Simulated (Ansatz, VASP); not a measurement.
**Bi in VASP and in Ansatz**

```
Bi
1.0
     3.55798    0.00000    0.00000
    -1.77899    3.08130    0.00000
     0.00000    0.00000   11.62037
Bi
4
Cartesian
  0.0000 0.0000 0.0000
  0.0000 0.0000 5.8102
  0.0000 2.0542 2.9051
  1.7790 1.0271 8.7153
```

Alike in both runs: task relaxation of cell and atoms; functional r2SCAN; k mesh 10 × 10 × 3; occupations fermi-dirac, width 0.1 eV; no spin polarisation.

|  | VASP | Ansatz |
| --- | --- | --- |
| version | VASP 6.6.1 | Ansatz 0.2.0 |
| potentials or method | VASP PAW PBE potentials, release 64 (Bi_d), cutoff 600 eV | plane waves (500 eV) with PAW, scalar-relativistic |
| valence electrons in the cell | 60 | 60 |

VASP gave:

| Quantity | Value |
| --- | --- |
| relaxed volume (Å³/atom) | 31.31 |
| relaxed length of the cell vector where the two differ most in proportion (Å) | 3.508 |

Question: What did Ansatz give for the same quantities?

Answer: Relaxed volume (Å³/atom): 31.28; relaxed length of the cell vector where the two differ most in proportion (Å): 3.506.

VASP's potentials were made for PBE, not for r2SCAN.

Spin-orbit coupling is off throughout.
